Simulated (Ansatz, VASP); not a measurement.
## Two plane-wave programs on K4Br3

```
K Br
1.0
     4.69614   -4.83620    0.00000
     4.69614    4.83620    0.00000
     0.00000    0.00000    8.84448
K Br
4 3
Direct
  0.25763 0.74237 0.74808
  0.74237 0.25763 0.74808
  0.25763 0.74237 0.25192
  0.74237 0.25763 0.25192
  0.50000 0.00000 0.50000
  0.00000 0.50000 0.50000
  0.50000 0.50000 0.00000
```

Alike in both runs: functional PBE; k mesh 6 × 6 × 4; occupations gaussian, width 0.1 eV; no spin polarisation.

Ansatz relaxed the structure, and its values are those at the end. VASP's run is a single point on that final structure, the one shown.

|  | VASP | Ansatz |
| --- | --- | --- |
| version | VASP 6.6.1 | Ansatz 0.2.0 |
| potentials or method | VASP PAW PBE potentials, release 64 (K_sv, Br), cutoff 520 eV | scalar-relativistic, plane waves, PAW |
| valence electrons in the cell | 57 | 57 |

```csv
,VASP,Ansatz,Ansatz less VASP
gap on the k mesh at the Fermi level (eV),none,none,-
pressure (GPa),0.0,0.0,-0.01
rms of the force components (eV/Å),0.003,0.003,+0.0004
```

A gap of «none» marks a metal or a gap that the smearing closes. With one functional, cell and mesh, what is left measures potentials, basis and numerics.
